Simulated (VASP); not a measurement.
# VN2 (I4/mcm) in VASP: notebook, part 2 of 2

VASP 6.6.1.

**4. Relaxation of shape and atoms at fixed volume, PBEsol (7.65 Å³/atom)**

This run uses another cell than the first one, of 7.65 Å³/atom.

File INCAR:

```
SYSTEM = VN2
PREC = Accurate
ENCUT = 600
EDIFF = 1E-6
ISMEAR = 0
SIGMA = 0.1
LREAL = .False.
LASPH = .True.
NELM = 100
ALGO = Normal
ISIF = 4
LWAVE = .False.
LCHARG = .False.
GGA = PS
IBRION = 2
NSW = 50
EDIFFG = -0.01
```

File KPOINTS:

```
regular mesh
0
Gamma
  12 12 12
  0 0 0
```

File POSCAR:

```
VN2
1.0
   -2.1514162794      2.1514162794      2.4795927610
    2.1514162794     -2.1514162794      2.4795927610
    2.1514162794      2.1514162794     -2.4795927610
V N
2 4
Direct
    0.2500000000      0.2500000000      0.0000000000
    0.7500000000      0.7500000000      0.0000000000
    0.1142608421      0.6142608421      0.7285216842
    0.6142608421      0.8857391579      0.5000000000
    0.8857391579      0.3857391579      0.2714783158
    0.3857391579      0.1142608421      0.5000000000
```

Potentials or basis: VASP PAW PBE potentials, release 64 (V_sv, N).

On the command line:

```sh
cat potpaw_PBE.64/V_sv/POTCAR potpaw_PBE.64/N/POTCAR > POTCAR
mpirun -np 1 vasp_std > vasp.out
```

OUTCAR:

```text
SYSTEM = VN2
   PREC = Accurate
   ENCUT = 600
   EDIFF = 1E-6
   ISMEAR = 0
   LREAL = .False.
   LASPH = .True.
   NELM = 100
   ISIF = 4
   GGA = PS
   IBRION = 2
   NSW = 50
   EDIFFG = -0.01

 ion  position               nearest neighbor table
   1  0.250  0.250  0.000-   5 2.13   3 2.13   6 2.13   6 2.13   4 2.13   4 2.13   3 2.13   5 2.13
                             2 2.48   2 2.48
   2  0.750  0.750  0.000-   5 2.13   3 2.13   4 2.13   4 2.13   6 2.13   6 2.13   5 2.13   3 2.13
                             1 2.48   1 2.48
   3  0.114  0.614  0.729-   5 1.39   1 2.13   2 2.13   2 2.13   1 2.13
   4  0.614  0.886  0.500-   6 1.39   2 2.13   1 2.13   2 2.13   1 2.13
   5  0.886  0.386  0.271-   3 1.39   2 2.13   1 2.13   2 2.13   1 2.13
   6  0.386  0.114  0.500-   4 1.39   1 2.13   2 2.13   1 2.13   2 2.13

  LATTYP: Found a body centered tetragonal cell.
 ALAT       =     4.3028325588
 C/A-ratio  =     1.1525397408

  Lattice vectors:

 A1 = (  -2.1514162794,   2.1514162794,   2.4795927610)
 A2 = (   2.1514162794,  -2.1514162794,   2.4795927610)
 A3 = (   2.1514162794,   2.1514162794,  -2.4795927610)

Analysis of symmetry for initial positions (statically):
=====================================================================
 Subroutine PRICEL returns:
 Original cell was already a primitive cell.

 Routine SETGRP: Setting up the symmetry group for a
 body centered tetragonal supercell.

 Subroutine GETGRP returns: Found 16 space group operations
 (whereof  8 operations were pure point group operations)
 out of a pool of 16 trial point group operations.

The static configuration has the point symmetry C_4h.
 The point group associated with its full space group is D_4h.

Analysis of symmetry for dynamics (positions and initial velocities):
=====================================================================
 Subroutine PRICEL returns:
 Original cell was already a primitive cell.

 Routine SETGRP: Setting up the symmetry group for a
 body centered tetragonal supercell.

 Subroutine GETGRP returns: Found 16 space group operations
[... 141 lines left out ...]
   LEPSILON=     F    determine dielectric tensor
   LRPA    =     F    only Hartree local field effects (RPA)
 conjugate gradient relaxation of ions
 non-spin polarized calculation
 Gauss-broadening in eV      SIGMA  =   0.10
  energy-cutoff  :      600.00
  volume of cell :       45.91
 maximum number of plane-waves:      1552
   NGX = 15   NGY = 15   NGZ = 15

--------------------------------------- Ionic step        1  -------------------------------------------

 number of electron      45.9999993 magnetization

 Free energy of the ion-electron system (eV)
  ---------------------------------------------------
  ext. energy  EPLUGINS =         0.00000000
  ---------------------------------------------------
  free energy    TOTEN  =       -56.96364206 eV

  energy without entropy =      -56.95077790  energy(sigma->0) =      -56.95720998

------------------------ aborting loop because EDIFF is reached ----------------------------------------

  FORCE on cell =-STRESS in cart. coord.  units (eV):
  Direction    XX          YY          ZZ          XY          YZ          ZX
  --------------------------------------------------------------------------------------
  -------------------------------------------------------------------------------------
  Total       -2.8327327     -2.8327327     -2.5081957      0.0000000      0.0000000      0.0000000
  in kB      -98.8614392    -98.8614392    -87.5352057      0.0000000      0.0000000      0.0000000
  external PRESSURE =     -95.0860280 kB  Pullay stress =       0.0000000 kB
[... 147 lines left out ...]
--------------------------------------- Ionic step        5  -------------------------------------------

 number of electron      45.9999994 magnetization

 Free energy of the ion-electron system (eV)
  ---------------------------------------------------
  ext. energy  EPLUGINS =         0.00000000
  ---------------------------------------------------
  free energy    TOTEN  =       -56.96458830 eV

  energy without entropy =      -56.95162965  energy(sigma->0) =      -56.95810898

 E-fermi :  11.4255     XC(G=0): -13.9046

 val. band max:       11.4216518192   @ k =   0.5000   0.5000   0.4167
 cond. band min:      11.4287987634   @ k =  -0.3333   0.4167   0.3333
 fundamental gap:      0.0071469441
 Fermi energy:        11.4255108662

 k-point     1 :       0.0000    0.0000    0.0000
  band No.  band energies     occupation
      1     -53.9308      2.00000
      2     -53.7605      2.00000
      3     -28.1506      2.00000
      4     -27.8930      2.00000
      5     -27.8930      2.00000
      6     -27.8854      2.00000
[... 709 lines left out ...]
     26      12.4292      0.00000
     27      12.9370      0.00000

 [... further k-points ...]

------------------------ aborting loop because EDIFF is reached ----------------------------------------

  FORCE on cell =-STRESS in cart. coord.  units (eV):
  Direction    XX          YY          ZZ          XY          YZ          ZX
  --------------------------------------------------------------------------------------
  -------------------------------------------------------------------------------------
  Total       -2.6240203     -2.6240203     -2.6290094      0.0000000      0.0000000      0.0000000
  in kB      -91.5774436    -91.5774436    -91.7515612      0.0000000      0.0000000      0.0000000
  external PRESSURE =     -91.6354828 kB  Pullay stress =       0.0000000 kB
[... 21 lines left out ...]
  FREE ENERGIE OF THE ION-ELECTRON SYSTEM (eV)
  ---------------------------------------------------
  free  energy   TOTEN  =       -56.9645882972 eV

  energy  without entropy=      -56.9516296545  energy(sigma->0) =      -56.95810898

 reached required accuracy - stopping structural energy minimisation
```

CONTCAR:

```text
VN2
   1.00000000000000
    -2.1499428996304193    2.1499428996304193    2.4829925105124819
     2.1499428996304193   -2.1499428996304193    2.4829925105124819
     2.1499428996304193    2.1499428996304193   -2.4829925105124819
  V               N
     2     4
Direct
     0.2500000000000000    0.2500000000000000    0.0000000000000000
     0.7500000000000000    0.7500000000000000    0.0000000000000000
     0.1138073304877842    0.6138073304877841    0.7276146609755613
     0.6138073304877841    0.8861926695122159    0.5000000000000000
     0.8861926695122159    0.3861926695122158    0.2723853390244387
     0.3861926695122158    0.1138073304877842    0.5000000000000000

  0.00000000E+00  0.00000000E+00  0.00000000E+00
  0.00000000E+00  0.00000000E+00  0.00000000E+00
  0.00000000E+00  0.00000000E+00  0.00000000E+00
  0.00000000E+00  0.00000000E+00  0.00000000E+00
  0.00000000E+00  0.00000000E+00  0.00000000E+00
  0.00000000E+00  0.00000000E+00  0.00000000E+00
```

Run time: 16 min. Hardware: 1 thread of Oxide Virtual Turin-like, shared host; peak memory 0.3 GiB.

Results:

```
Free energy               : -56.9646 eV
Energy gained by relaxing : 0.2 meV/atom
Ionic steps               : 5
Pressure after relaxing   : -9.2 GPa
Band gap on the k mesh    : zero (bands 23 and 24 overlap by 0.37 eV)
```

Forces in eV/Å, atoms in the order of the input:
```
V    0.000  0.000  0.000
V    0.000  0.000  0.000
N    0.002  0.002  0.000
N   -0.002  0.002  0.000
N   -0.002 -0.002  0.000
N    0.002 -0.002  0.000
```

The path:
| step | energy change (eV) | largest force (eV/Å) | pressure (GPa) | volume (Å³) |
| --- | --- | --- | --- | --- |
| 1 | 0.0000 | 0.1348 | -9.51 | 45.91 |
| 2 | 0.0005 | 0.1878 | -8.69 | 45.91 |
| 3 | -0.0009 | 0.0065 | -9.14 | 45.91 |
| 4 | -0.0009 | 0.0094 | -9.12 | 45.91 |
| 5 | -0.0009 | 0.0025 | -9.16 | 45.91 |

Final structure:
```cif
data_structure
_symmetry_space_group_name_H-M 'P 1'
_symmetry_Int_Tables_number 1
_cell_length_a 3.9255
_cell_length_b 3.9255
_cell_length_c 3.9255
_cell_angle_alpha 113.584
_cell_angle_beta 113.584
_cell_angle_gamma 101.527
_cell_volume 45.91
loop_
_atom_site_label
_atom_site_type_symbol
_atom_site_fract_x
_atom_site_fract_y
_atom_site_fract_z
_atom_site_occupancy
V1 V 0.25000 0.25000 0.00000 1
V2 V 0.75000 0.75000 0.00000 1
N1 N 0.11381 0.61381 0.72761 1
N2 N 0.61381 0.88619 0.50000 1
N3 N 0.88619 0.38619 0.27239 1
N4 N 0.38619 0.11381 0.50000 1
```

Levels at points of the mesh, in eV from the Fermi level:
| k point | band 20 | band 21 | band 22 | band 23 | band 24 | band 25 | band 26 | band 27 |
| --- | --- | --- | --- | --- | --- | --- | --- | --- |
| (0.00, 0.00, 0.00) | -2.96 | -2.66 | -2.60 | -2.60 | 0.77 | 0.92 | 0.92 | 1.32 |
| (0.50, 0.00, 0.00) | -3.40 | -3.16 | -3.16 | 0.17 | 0.17 | 0.74 | 0.74 | 1.04 |
| (0.50, 0.50, 0.00) | -4.66 | -2.78 | -2.64 | -1.34 | 0.01 | 0.81 | 1.12 | 1.87 |
| (0.50, 0.50, 0.50) | -2.09 | -2.09 | -0.24 | -0.19 | -0.17 | -0.07 | 0.03 | 1.88 |

Caveat: the PAW data sets were made with another functional, which shifts forces and pressure a little; the run has no spin polarisation, though such a crystal can be magnetic. With open d or f shells a metallic result of PBEsol can be an artefact of self-interaction; +U or a hybrid may open a gap.

**5. Relaxation of shape and atoms at fixed volume, PBEsol (7.87 Å³/atom)**

This run uses another cell than the first one, of 7.87 Å³/atom.

File INCAR:

```
SYSTEM = VN2
PREC = Accurate ; ENCUT = 600
EDIFF = 1E-7 ; ISMEAR = 0
SIGMA = 0.1 ; LREAL = .False.
LASPH = .True. ; NELM = 80
ALGO = Normal ; ISIF = 4
LWAVE = .False. ; LCHARG = .False.
GGA = PS ; IBRION = 2
NSW = 50 ; EDIFFG = -0.01
```

KPOINTS is that of step 4.

File POSCAR:

```
VN2
1.0
   -2.1704425242      2.1704425242      2.5072712568
    2.1704425242     -2.1704425242      2.5072712568
    2.1704425242      2.1704425242     -2.5072712568
V N
2 4
Direct
    0.2500000000      0.2500000000      0.0000000000
    0.7500000000      0.7500000000      0.0000000000
    0.1135126828      0.6135126828      0.7270253656
    0.6135126828      0.8864873172      0.5000000000
    0.8864873172      0.3864873172      0.2729746344
    0.3864873172      0.1135126828      0.5000000000
```

On the command line:

```sh
cat potpaw_PBE.64/V_sv/POTCAR potpaw_PBE.64/N/POTCAR > POTCAR
mpirun -np 1 vasp_std > vasp.out
```

It took 14 min on 1 thread of Oxide Virtual Turin-like, shared host; peak memory 0.3 GiB.

The run converged. Its results:

| Item | Value |
| --- | --- |
| Free energy | -56.8581 eV |
| Energy gained by relaxing | 0.2 meV/atom |
| Ionic steps | 4 |
| Pressure after relaxing | -17.2 GPa |
| Band gap on the k mesh | zero (bands 23 and 24 overlap by 0.31 eV) |

Step by step:
| step | energy change (eV) | largest force (eV/Å) | pressure (GPa) | volume (Å³) |
| --- | --- | --- | --- | --- |
| 1 | 0.0000 | 0.1389 | -17.57 | 47.25 |
| 2 | 0.0002 | 0.1752 | -16.71 | 47.25 |
| 3 | -0.0011 | 0.0083 | -17.17 | 47.25 |
| 4 | -0.0011 | 0.0002 | -17.17 | 47.25 |

Final structure:
```
V N
1.0
    -2.16875    2.16875    2.51118
     2.16875   -2.16875    2.51118
     2.16875    2.16875   -2.51118
V N
2 4
Direct
  0.25000 0.25000 0.00000
  0.75000 0.75000 0.00000
  0.11303 0.61303 0.72606
  0.61303 0.88697 0.50000
  0.88697 0.38697 0.27394
  0.38697 0.11303 0.50000
```

Levels at points of the mesh, in eV from the Fermi level:
```tsv
k point	band 21	band 22	band 23	band 24	band 25	band 26
(0.00, 0.00, 0.00)	-2.52	-2.47	-2.47	0.74	0.90	0.90
(0.50, 0.00, 0.00)	-3.01	-3.01	0.17	0.17	0.70	0.70
(0.50, 0.50, 0.00)	-2.65	-2.54	-1.24	0.01	0.78	1.08
(0.50, 0.50, 0.50)	-1.99	-0.23	-0.18	-0.13	-0.07	0.04
```

Caveat: the PAW data sets were made with another functional, which shifts forces and pressure a little; the run has no spin polarisation, though such a crystal can be magnetic.

**6. The runs side by side**

| cell | gap on the mesh (eV) | pressure (GPa) |
| --- | --- | --- |
| relaxed from a = 3.765 Å, angles 113.4, 113.4, 101.9°, 6 atoms, atomic positions A | none | 40.9 |
| relaxed from a = 3.807 Å, angles 113.4, 113.4, 101.8°, 6 atoms, atomic positions A | none | 25.1 |
| relaxed from a = 3.925 Å, angles 113.5, 113.5, 101.6°, 6 atoms, atomic positions A | none | -9.2 |
| relaxed from a = 3.963 Å, angles 113.6, 113.6, 101.5°, 6 atoms, atomic positions B | none | -17.2 |

Alike in all rows: task relaxation of shape and atoms at fixed volume; level PBEsol; potentials or basis VASP PAW PBE potentials, release 64 (V_sv, N); no spin polarisation; k mesh 12 × 12 × 12; cutoff (eV) 600; smearing gaussian 0.1 eV.

Caveats: the PAW data sets were made with another functional, which shifts forces and pressure a little; the run has no spin polarisation, though such a crystal can be magnetic.

Absolute energies hang on the potentials; compare differences alone.
